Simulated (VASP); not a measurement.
**Hf: single point with r2SCAN**

Crystal: Hf.

```
Hf
1.0
     4.92902    0.00000    0.00000
    -2.46451    4.26866    0.00000
     0.00000    0.00000    3.06552
Hf
3
Direct
  0.00000 0.00000 0.00000
  0.33333 0.66667 0.50000
  0.66667 0.33333 0.50000
```

- Program: VASP 6.6.1
- Task: single point
- Functional: r2SCAN
- Potentials or basis: VASP PAW PBE potentials, release 64 (Hf_pv)
- Cutoff: 520 eV
- k mesh: 6 × 6 × 9
- Occupations: fermi-dirac, width 0.05 eV
- Spin: no spin polarisation

```json
{
  "Pressure": "2.5 GPa",
  "Band gap on the k mesh": "zero (band 15 reaches 5.31 eV, above the bottom of band 16 at 4.40 eV)"
}
```

Levels at points of the mesh, in eV from the Fermi level:
| k point | band 13 | band 14 | band 15 | band 16 | band 17 | band 18 |
| --- | --- | --- | --- | --- | --- | --- |
| (0.00, 0.00, 0.00) | -0.79 | -0.71 | -0.71 | -0.51 | 1.37 | 2.42 |
| (0.50, 0.00, 0.00) | -0.49 | -0.34 | -0.33 | 0.24 | 0.97 | 1.05 |

It took 100 s on 1 thread of Intel(R) Xeon(R) 6975P-C (Granite Rapids) (shared host), peak memory 0.2 GiB.

Caveat: the PAW data sets were made with another functional, which shifts forces and pressure a little; spin-orbit coupling is left out, which moves the levels of the heavy elements.
